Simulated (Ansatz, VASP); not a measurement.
**One calculation of Bi, two programs**

File INCAR:

```
SYSTEM = Bi
ALGO = Normal
EDIFF = 1E-7
EDIFFG = -0.04
ENCUT = 600
GGA = PS
IBRION = 2
ISIF = 3
ISMEAR = 0
LASPH = .True.
LCHARG = .False.
LREAL = .False.
LWAVE = .False.
NELM = 100
NSW = 90
PREC = Accurate
SIGMA = 0.1
```

File KPOINTS:

```
k-points
0
Gamma
  6 6 2
  0 0 0
```

Contents of POSCAR:

```
Bi
1.0
    3.9738649959      0.0000000000      0.0000000000
   -1.9869324980      3.4414680376      0.0000000000
    0.0000000000      0.0000000000     10.8231282409
Bi
4
Direct
    0.0000000000      0.0000000000      0.2500000000
    0.0000000000      0.0000000000      0.7500000000
    0.3333333333      0.6666666667      0.7500000000
    0.6666666667      0.3333333333      0.2500000000
```

Input for Ansatz:

```yaml
crystal:
  lattice:
    - [3.9738649959, 0.0, 0.0]
    - [-1.986932498, 3.4414680376, 0.0]
    - [0.0, 0.0, 10.8231282409]
  atoms:
    - { symbol: Bi, position: [0.0, 0.0, 0.25] }
    - { symbol: Bi, position: [0.0, 0.0, 0.75] }
    - { symbol: Bi, position: [0.3333333333, 0.6666666667, 0.75] }
    - { symbol: Bi, position: [0.6666666667, 0.3333333333, 0.25] }
basis:
  ecutwfc: 420
kpoints:
  mp_grid: { grid: [6, 6, 2] }
hamiltonian:
  xc: pbesol
scf:
  occupations: { method: gaussian, width: 0.1 }
  lower_state_search: "off"
output:
  forces: true
  stress: true
  eigenvalues: true
relax:
  adjacent_minimum: "off"
  f_tol: 0.04
  max_steps: 70
  cell: { stress_tol: 0.4 }
```

Alike in both runs: task relaxation of cell and atoms; functional PBEsol; k mesh 6 × 6 × 2; occupations gaussian, width 0.1 eV; no spin polarisation.

```csv
,VASP,Ansatz
version,VASP 6.6.1,Ansatz 0.2.0
potentials or method,"VASP PAW PBE potentials, release 64 (Bi_d), cutoff 600 eV","scalar-relativistic, plane waves, PAW"
valence electrons in the cell,60,60
```

|  | VASP | Ansatz | Ansatz less VASP |
| --- | --- | --- | --- |
| gap on the k mesh at the Fermi level, each at its own relaxed structure (eV) | none | none | - |
| relaxed volume (Å³/atom) | 40.11 | 40.35 | +0.236 |
| relaxed cell length with the largest relative difference (Å) | 5.237 | 5.251 | +0.0142 |

VASP's potentials were made for PBE, not for PBEsol. A gap of «none» marks a metal or a gap that the smearing closes.

Neither program's run includes spin-orbit coupling.
